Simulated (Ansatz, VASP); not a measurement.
## One calculation of Ca3ScB3, two programs

```
CELL_PARAMETERS angstrom
5.64407 0.00000 0.00000
0.00000 5.64407 0.00000
0.00000 0.00000 5.64407
ATOMIC_POSITIONS crystal
Ca 0.50000 0.50000 0.00000
Ca 0.00000 0.50000 0.50000
Ca 0.50000 0.00000 0.50000
Sc 0.50000 0.50000 0.50000
B 0.50000 0.00000 0.00000
B 0.00000 0.50000 0.00000
B 0.00000 0.00000 0.50000
```

Change from the starting cell: species swapped into the La3GaBr3 type (Pm-3m, No. 221).

Alike in both runs: task relaxation of cell and atoms; functional PBE; k mesh 8 × 8 × 8; occupations gaussian, width 0.1 eV; no spin polarisation.

|  | VASP | Ansatz |
| --- | --- | --- |
| version | VASP 6.6.1 | Ansatz 0.2.0 |
| potentials or method | VASP PAW PBE potentials, release 64 (Ca_sv, Sc_sv, B), cutoff 600 eV | scalar-relativistic, plane waves, PAW |
| valence electrons in the cell | 50 | 50 |

|  | VASP | Ansatz | Ansatz less VASP |
| --- | --- | --- | --- |
| gap on the k mesh at the Fermi level, each at its own relaxed structure (eV) | none | none | - |
| relaxed volume (Å³/atom) | 26.23 | 26.16 | -0.067 |
| relaxed length of the cell vector where the two differ most in proportion (Å) | 5.684 | 5.679 | -0.0049 |

A gap of «none» marks a metal or a gap that the smearing closes.
